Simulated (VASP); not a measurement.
# Al3Ni2 (P-3m1) in VASP: further runs, part 2 of 3

VASP 6.6.1.

## 4. Relaxation of cell and atoms, r2SCAN, target pressure 8 GPa, at which the enthalpy is minimised

This run uses another cell than the first one, of 12.85 Å³/atom.

POSCAR

```
Al3Ni2
1.0
    3.9387199956      0.0000000000      0.0000000000
   -1.9693599978      3.4110315746      0.0000000000
    0.0000000000      0.0000000000      4.7818607050
Al Ni
3 2
Direct
    0.0000000000      0.0000000000      0.0000000000
    0.3333333333      0.6666666667      0.6480660309
    0.6666666667      0.3333333333      0.3519339691
    0.3333333333      0.6666666667      0.1463418072
    0.6666666667      0.3333333333      0.8536581928
```

INCAR.step1

```
ALGO = Normal
EDIFF = 1E-4
ENCUT = 600
GGA = PE
ISMEAR = 0
LASPH = T
LCHARG = F
LREAL = F
LWAVE = T
NELM = 60
PREC = Accurate
SIGMA = 0.1
```

INCAR.step2

```
ALGO = Normal
EDIFF = 1E-6
EDIFFG = -0.008
ENCUT = 600
IBRION = 2
ISIF = 3
ISMEAR = 0
ISTART = 1
LASPH = T
LCHARG = F
LMIXTAU = T
LREAL = F
LWAVE = F
METAGGA = R2SCAN
NELM = 60
NSW = 70
PREC = Accurate
PSTRESS = 80.0
SIGMA = 0.1
```

KPOINTS

```
k-points
0
Gamma
  12 12 8
```

Potentials or basis: VASP PAW PBE potentials, release 64 (Al, Ni).

Command:

```sh
$ cat potpaw_PBE.64/Al/POTCAR potpaw_PBE.64/Ni/POTCAR > POTCAR
$ cp INCAR.step1 INCAR
$ mpirun -np 1 vasp_std > vasp.out
$ cp INCAR.step2 INCAR
$ mpirun -np 1 vasp_std > vasp.out
```

OUTCAR:

```text
EDIFF = 1E-6
   EDIFFG = -0.008
   ENCUT = 600
   IBRION = 2
   ISIF = 3
   ISMEAR = 0
   ISTART = 1
   LASPH = T
   LREAL = F
   METAGGA = R2SCAN
   NELM = 60
   NSW = 70
   PREC = Accurate
   PSTRESS = 80.0

 ion  position               nearest neighbor table
   1  0.000  0.000  0.000-   4 2.38   5 2.38   5 2.38   4 2.38   5 2.38   4 2.38   2 2.83   3 2.83
                             2 2.83   3 2.83   3 2.83   2 2.83
   2  0.333  0.667  0.648-   4 2.38   4 2.40   5 2.48   5 2.48   5 2.48   3 2.68   3 2.68   3 2.68
                             1 2.83   1 2.83   1 2.83
   3  0.667  0.333  0.352-   5 2.38   5 2.40   4 2.48   4 2.48   4 2.48   2 2.68   2 2.68   2 2.68
                             1 2.83   1 2.83   1 2.83
   4  0.333  0.667  0.146-   1 2.38   1 2.38   1 2.38   2 2.38   2 2.40   3 2.48   3 2.48   3 2.48
                             5 2.67   5 2.67   5 2.67
   5  0.667  0.333  0.854-   1 2.38   1 2.38   1 2.38   3 2.38   3 2.40   2 2.48   2 2.48   2 2.48
                             4 2.67   4 2.67   4 2.67

  LATTYP: Found a hexagonal cell.
 ALAT       =     3.9387199956
 C/A-ratio  =     1.2140646480

  Lattice vectors:

 A1 = (   3.9387199956,   0.0000000000,   0.0000000000)
 A2 = (  -1.9693599978,   3.4110315746,   0.0000000000)
 A3 = (   0.0000000000,   0.0000000000,   4.7818607050)

Analysis of symmetry for initial positions (statically):
=====================================================================
 Subroutine PRICEL returns:
 Original cell was already a primitive cell.

 Routine SETGRP: Setting up the symmetry group for a
 hexagonal supercell.

 Subroutine GETGRP returns: Found 12 space group operations
 (whereof 12 operations were pure point group operations)
 out of a pool of 24 trial point group operations.

The static configuration has the point symmetry D_3d.

Analysis of symmetry for dynamics (positions and initial velocities):
=====================================================================
 Subroutine PRICEL returns:
 Original cell was already a primitive cell.

 Routine SETGRP: Setting up the symmetry group for a
 hexagonal supercell.

 Subroutine GETGRP returns: Found 12 space group operations
 (whereof 12 operations were pure point group operations)
 out of a pool of 24 trial point group operations.

The dynamic configuration has the point symmetry D_3d.

 Subroutine INISYM returns: Found 12 space group operations
 (whereof 12 operations are pure point group operations),
 and found     1 'primitive' translations

----------------------------------------------------------------------------------------

                                     Primitive cell

  volume of cell :      64.2448

  direct lattice vectors                    reciprocal lattice vectors
     3.938719996  0.000000000  0.000000000     0.253889589  0.146583222  0.000000000
    -1.969359998  3.411031575  0.000000000     0.000000000  0.293166445  0.000000000
     0.000000000  0.000000000  4.781860705     0.000000000  0.000000000  0.209123616

  length of vectors
     3.938719996  3.938719996  4.781860705     0.293166445  0.293166445  0.209123616

  position of ions in fractional coordinates (direct lattice)
     0.000000000  0.000000000  0.000000000
     0.333333333  0.666666667  0.648066031
     0.666666667  0.333333333  0.351933969
     0.333333333  0.666666667  0.146341807
     0.666666667  0.333333333  0.853658193

  ion indices of the primitive-cell ions
[... 61 lines left out ...]
   number of dos      NEDOS =    301   number of ions     NIONS =      5
   total plane-waves  NPLWV =  40960
   dimension x,y,z NGX =    32 NGY =   32 NGZ =   40
   dimension x,y,z NGXF=    64 NGYF=   64 NGZF=   80
   ions per type =               3   2
   NGX,Y,Z   is equivalent  to a cutoff of  13.51, 13.51, 13.91 a.u.
   NGXF,Y,Z  is equivalent  to a cutoff of  27.01, 27.01, 27.81 a.u.
 SYSTEM =  unknown system
   PREC   = accura    normal or accurate (medium, high low for compatibility)
   ISTART =      1    job   : 0-new  1-cont  2-samecut
   ICHARG =      0    charge: 1-file 2-atom 10-const
   ISPIN  =      1    spin polarized calculation?
   LNONCOLLINEAR =      F non collinear calculations
   LSORBIT =      F    spin-orbit coupling
   LASPH  =      T    aspherical Exc in radial PAW
   ENCUT  =  600.0 eV  44.10 Ry    6.64 a.u.   7.87  7.87  9.55*2*pi/ulx,y,z
   NELM   =     60;   NELMIN=  2; NELMDL=  0     # of ELM steps
   EDIFF  = 0.1E-05   stopping-criterion for ELM
   LREAL  =      F    real-space projection
   EDIFFG = -.8E-02   stopping-criterion for IOM
   NSW    =     70    number of steps for IOM
   IBRION =      2    ionic relax: 0-MD 1-quasi-New 2-CG
   NFREE  =      1    steps in history (QN), initial steepest desc. (CG)
   ISIF   =      3    stress and relaxation
   ISYM   =      2    0-nonsym 1-usesym 2-fastsym
   POTIM  = 0.5000    time-step for ionic-motion
   TEBEG  =    0.0;   TEEND  =   0.0 temperature during run
   PSTRESS=   80.0 pullay stress
   NELECT =      29.0000    total number of electrons
   NUPDOWN=      -1.0000    fix difference up-down
   EMIN   =  10.00;   EMAX   =-10.00  energy-range for DOS
   EFERMI =   0.00;   METHOD = LEGACY
   ISMEAR =     0;   SIGMA  =   0.10  broadening in eV -4-tet -1-fermi 0-gaus
   EFERMI_NEDOS =   21; number of points for ismear=-14 and -15
   IALGO  =     38    algorithm
   IMIX   =      4    mixing-type and parameters
     AMIX     =   0.40;   BMIX     =  1.00
     AMIX_MAG =   1.60;   BMIX_MAG =  1.00
  volume/ion in A,a.u.               =      12.85        86.71
  Fermi-wavevector in a.u.,A,eV,Ry     =   1.255822  2.373160 21.457612  1.577090
  Thomas-Fermi vector in A             =   2.389560
   LORBIT       =      0    0 simple, 1 ext, 2 COOP (PROOUT), +10 PAW based schemes
   METAGGA = R2SCAN    functional components
   LHFCALC =     F    Hartree Fock is set to
   AEXX    =    0.0000 exact exchange contribution
   IVDW    =     0    specifies the selected vdW correction
   LEPSILON=     F    determine dielectric tensor
   LRPA    =     F    only Hartree local field effects (RPA)
 conjugate gradient relaxation of ions
 non-spin polarized calculation
 Gauss-broadening in eV      SIGMA  =   0.10
  energy-cutoff  :      600.00
  volume of cell :       64.24
 maximum number of plane-waves:      2173
   NGX = 15   NGY = 15   NGZ = 19

--------------------------------------- Ionic step        1  -------------------------------------------

 number of electron      28.9999993 magnetization

 Free energy of the ion-electron system (eV)
  ---------------------------------------------------
  ext. energy  EPLUGINS =         0.00000000
  ---------------------------------------------------
  free energy    TOTEN  =       -47.27902103 eV

  energy without entropy =      -47.27346886  energy(sigma->0) =      -47.27624494

------------------------ aborting loop because EDIFF is reached ----------------------------------------

  FORCE on cell =-STRESS in cart. coord.  units (eV):
  Direction    XX          YY          ZZ          XY          YZ          ZX
  --------------------------------------------------------------------------------------
  -------------------------------------------------------------------------------------
  Total        3.1229058      3.1229058      3.2622354      0.0000000      0.0000000      0.0000000
  in kB       77.8810322     77.8810322     81.3557237      0.0000000      0.0000000      0.0000000
  external PRESSURE =      -0.9607373 kB  Pullay stress =      80.0000000 kB
[... 110 lines left out ...]
--------------------------------------- Ionic step        4  -------------------------------------------

 number of electron      28.9999997 magnetization

 Free energy of the ion-electron system (eV)
  ---------------------------------------------------
  ext. energy  EPLUGINS =         0.00000000
  ---------------------------------------------------
  free energy    TOTEN  =       -47.27726373 eV

  energy without entropy =      -47.27161732  energy(sigma->0) =      -47.27444052

 E-fermi :   9.0690     XC(G=0): -12.3012

 val. band max:        9.0593647954   @ k =   0.0833   0.0833   0.0000
 cond. band min:       9.0776863038   @ k =   0.2500   0.0833   0.3750
 fundamental gap:      0.0183215084
 Fermi energy:         9.0689984621

 k-point     1 :       0.0000    0.0000    0.0000
  band No.  band energies     occupation
      1      -2.3675      2.00000
      2       3.3848      2.00000
      3       3.8754      2.00000
      4       5.1210      2.00000
      5       5.1210      2.00000
      6       5.7808      2.00000
[... 481 lines left out ...]
      5       5.2346      2.00000
      6       5.6260      2.00000
[... 10 lines left out ...]
     17      13.4970      0.00000
     18      13.6633      0.00000

 [... further k-points ...]

------------------------ aborting loop because EDIFF is reached ----------------------------------------

  FORCE on cell =-STRESS in cart. coord.  units (eV):
  Direction    XX          YY          ZZ          XY          YZ          ZX
  --------------------------------------------------------------------------------------
  -------------------------------------------------------------------------------------
  Total        3.1965680      3.1965680      3.1975629      0.0000000     -0.0000000      0.0000000
  in kB       79.7732416     79.7732416     79.7980701      0.0000000     -0.0000000      0.0000000
  external PRESSURE =      -0.2184822 kB  Pullay stress =      80.0000000 kB
[... 24 lines left out ...]
  energy  without entropy=      -47.2716173179  energy(sigma->0) =      -47.27444052

  enthalpy is  TOTEN    =       -44.0716093552 eV   P V=        3.2056543735

 reached required accuracy - stopping structural energy minimisation
```

Wall time 31 min (1 thread of Oxide Virtual Turin-like, shared host); peak memory 0.31 GiB.

What came out:

```
Free energy                                                : -47.2773 eV
Relaxed volume                                             : 12.84 Å³/atom
Relaxed cell                                               : a = 3.936 Å, b = 3.936 Å, c = 4.785 Å, α = 90.00°, β = 90.00°, γ = 120.00°
Space group after relaxing (to 0.1 Å)                      : P-3m1 (No. 164)
Energy change on relaxing (the run minimises the enthalpy) : +0.4 meV/atom
Ionic steps                                                : 4
Pressure after relaxing                                    : 8.0 GPa
Largest force after relaxing                               : 0.004 eV/Å
Band gap on the k mesh                                     : zero (an odd number of electrons rules out a gap without spin polarisation)
```

Forces in eV/Å, atoms in the order of the input:
```
Al   0.000  0.000  0.000
Al   0.000  0.000  0.004
Al   0.000  0.000 -0.004
Ni   0.000  0.000  0.001
Ni   0.000  0.000 -0.001
```

Step by step:
| step | energy change (eV) | largest force (eV/Å) | pressure (GPa) | volume (Å³) |
| --- | --- | --- | --- | --- |
| 1 | 0.0000 | 0.0705 | 7.90 | 64.24 |
| 2 | 0.0031 | 0.0084 | 8.05 | 64.17 |
| 3 | 0.0031 | 0.0081 | 8.04 | 64.17 |
| 4 | 0.0018 | 0.0044 | 7.98 | 64.20 |

Final structure:
```xyz
5
Lattice="3.9361 0.0000 0.0000 -1.9681 3.4088 0.0000 0.0000 0.0000 4.7849" Properties=species:S:1:pos:R:3 pbc="T T T"
Al    3.9361    0.0000    0.0000
Al    0.0000    2.2725    3.0986
Al    1.9681    1.1363    1.6862
Ni    0.0000    2.2725    0.7041
Ni    1.9681    1.1363    4.0808
```

Caveat: the cell is relaxed towards a set pressure, so the run minimises the enthalpy, not the energy; the PAW data sets were made with another functional, which shifts forces and pressure a little. Spin polarisation is off, so any magnetic state and its effect on volume and gap are missing.

(Continued in part 3 of 3.)
